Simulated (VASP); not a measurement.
Here is a VASP 6.6.1 calculation.

INCAR

```
SYSTEM = Te2Mo
ALGO = Normal ; EDIFF = 1E-6
ENCUT = 520 ; GGA = RP
ISIF = 2 ; ISMEAR = -1
IVDW = 13 ; LASPH = .TRUE.
LCHARG = .FALSE. ; LREAL = .FALSE.
LWAVE = .FALSE. ; NBANDS = 35
NELM = 60 ; PREC = Accurate
SIGMA = 0.05
```

KPOINTS

```
k-points
0
G
  4 8 1
  0 0 0
```

Contents of POSCAR:

```
Te2Mo
1.0
    6.2902749534      0.0000000000      0.0025176323
    0.0000000000      3.4113649814      0.0000000000
   -0.0704630346      0.0000000000     36.1689746629
Te Mo
4 2
Direct
    0.4311399086      0.7500000000      0.5411498023
    0.5688600914      0.2500000000      0.4588501977
    0.9222859603      0.2500000000      0.5571134913
    0.0777140397      0.7500000000      0.4428865087
    0.1829625622      0.2500000000      0.4975748575
    0.8170374378      0.7500000000      0.5024251425
```

Potentials or basis: VASP PAW PBE potentials, release 64 (Te, Mo_sv).

Launch:

```console
$ cat potpaw_PBE.64/Te/POTCAR potpaw_PBE.64/Mo_sv/POTCAR > POTCAR
$ mpirun -np 1 vasp_std > vasp.out
```

**Question.** Estimate the largest force.

**Answer.** 0.012 eV/Å.

**Question.** Estimate the dispersion energy per atom.

**Answer.** -0.869 eV.

**Question.** What does it give for the band gap on the k mesh?

**Answer.** Zero (band 26 reaches -1.60 eV, above the bottom of band 27 at -1.91 eV).

Forces in eV/Å, atoms in the order of the input:
```
Te   0.004  0.000  0.011
Te  -0.004  0.000 -0.011
Te  -0.008  0.000  0.001
Te   0.008  0.000 -0.001
Mo   0.009  0.000  0.000
Mo  -0.009  0.000  0.000
```

Caveat: the PAW data sets were made with another functional, which shifts forces and pressure a little; spin-orbit coupling is left out, which moves the levels of the heavy elements.
